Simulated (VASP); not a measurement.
Write the native input for VASP 6.6.1 that does the following.

* Task: single point
* Functional: PBE
* Potentials or basis: VASP PAW PBE potentials, release 64 (Mg, S)
* Cutoff: 520 eV
* k mesh: 8 × 8 × 8
* Occupations: gaussian, width 0.05 eV
* Spin: no spin polarisation
* Dipole correction: no
* Further INCAR settings: ALGO = Normal; EDIFF = 1e-06; NBANDS = 11

The structure of MgS lies in POSCAR:

```
MgS
1.0
    0.0000000000      2.4975840000      2.7057160000
    2.4975840000      0.0000000000      2.7057160000
    2.4975840000      2.4975840000      0.0000000000
Mg S
1 1
Direct
    0.0000000000      0.0000000000      0.0000000000
    0.5000000000      0.5000000000      0.5000000000
```

This cell differs from its parent crystal: strain -0.040 along x and y, +0.040 along z.

One way to write it, as run:

INCAR

```
SYSTEM = MgS
PREC = Accurate
ENCUT = 520
EDIFF = 1E-6
ISMEAR = 0
SIGMA = 0.05
LREAL = .FALSE.
LASPH = .TRUE.
NELM = 100
ALGO = Normal
ISIF = 2
LWAVE = .FALSE.
LCHARG = .FALSE.
GGA = PE
NBANDS = 11
```

KPOINTS

```
Automatic mesh
0
G
  8 8 8
  0 0 0
```

Potentials or basis: VASP PAW PBE potentials, release 64 (Mg, S).

The run is started by

```bash
$ cat potpaw_PBE.64/Mg/POTCAR potpaw_PBE.64/S/POTCAR > POTCAR
$ mpirun -np 1 vasp_std > vasp.out
```

It gave:

| Property | Result |
| --- | --- |
| Pressure | 5.6 GPa |
| Band gap on the k mesh | 2.60 eV, indirect (least direct gap 3.87 eV) |

Caveat: the cell differs from its parent crystal (strain -0.040 along x and y, +0.040 along z).

Wall time 8.1 s on 1 thread of Intel(R) Xeon(R) 6975P-C (Granite Rapids), on a shared host, peak memory 0.16 GiB.
